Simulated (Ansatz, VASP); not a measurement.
# One calculation of Zn16S15O, two programs

```
Zn O S
1.0
     7.61159    0.00000    0.00000
    -3.80580    6.59183    0.00000
     0.00000    0.00000   12.47596
Zn O S
16 1 15
Cartesian
  0.0000 2.1973 0.0009
  0.0000 2.1973 6.2389
  -1.9029 5.4932 0.0009
  -1.9029 5.4932 6.2389
  3.8058 2.1973 0.0009
  3.8058 2.1973 6.2389
  1.9029 5.4932 0.0009
  1.9029 5.4932 6.2389
  1.9029 1.0986 3.1199
  1.9029 1.0986 9.3578
  0.0000 4.3946 3.1199
  0.0000 4.3946 9.3578
  5.7087 1.0986 3.1199
  5.7087 1.0986 9.3578
  3.8058 4.3946 3.1199
  3.8058 4.3946 9.3578
  0.0000 2.1973 2.3384
  0.0000 2.1973 8.5764
  -1.9029 5.4932 2.3384
  -1.9029 5.4932 8.5764
  3.8058 2.1973 2.3384
  3.8058 2.1973 8.5764
  1.9029 5.4932 2.3384
  1.9029 5.4932 8.5764
  1.9029 1.0986 5.4574
  1.9029 1.0986 11.6953
  0.0000 4.3946 5.4574
  0.0000 4.3946 11.6953
  5.7087 1.0986 5.4574
  5.7087 1.0986 11.6953
  3.8058 4.3946 5.4574
  3.8058 4.3946 11.6953
```

Alike in both runs: task electric field gradients; functional PBE; k mesh 3 × 3 × 2; occupations fermi-dirac, width 0.01 eV; no spin polarisation.

|  | VASP | Ansatz |
| --- | --- | --- |
| version | VASP 6.6.1 | Ansatz 0.2.0 |
| potentials or method | VASP PAW PBE potentials, release 64 (Zn, O, S) | plane-wave PAW, scalar-relativistic |
| plane-wave cutoff (eV) | 520 | 420 |
| valence electrons in the cell | 288 | 288 |

Ansatz gave:

```
gap on the k mesh at the Fermi level (eV)            : 1.90
pressure (GPa)                                       : 0.8
rms of the force components (eV/Å)                   : 0.280
size of Vzz on the site where it differs most (V/Å²) : 32.6
```

Problem. What did VASP give for the same quantities?

Solution. gap on the k mesh at the Fermi level (eV): 1.90; pressure (GPa): 0.9; rms of the force components (eV/Å): 0.281; size of Vzz on the site where it differs most (V/Å²): 38.6.

Atom by atom the forces differ by 0.002 eV/Å (rms over components).
